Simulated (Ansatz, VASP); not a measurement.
Mo in VASP and in Ansatz

```xyz
1
Lattice="-1.4998 1.4998 1.4998 1.4998 -1.4998 1.4998 1.4998 1.4998 -1.4998" Properties=species:S:1:pos:R:3 pbc="T T T"
Mo    0.0000    0.0000    0.0000
```

Change from the starting cell: volume scaled by 0.88, LAPW.

Alike in both runs: task single point; functional PBEsol; k mesh 17 × 17 × 17; occupations fermi-dirac, width 0.08 eV; no spin polarisation.

|  | VASP | Ansatz |
| --- | --- | --- |
| version | VASP 6.6.1 | Ansatz 0.2.0 |
| potentials or method | VASP PAW PBE potentials, release 64 (Mo_sv), cutoff 520 eV | all-electron LAPW, scalar-relativistic |

Ansatz gave:

| Item | Value |
| --- | --- |
| pressure (GPa) | 46.4 |

Which values does VASP return?

Pressure (GPa): 47.4.

VASP's potentials were made for PBE, not for PBEsol. Both programs put the cell under a high pressure, so it lies far from rest at this level. Ansatz ran all-electron here, and VASP with PAW potentials.
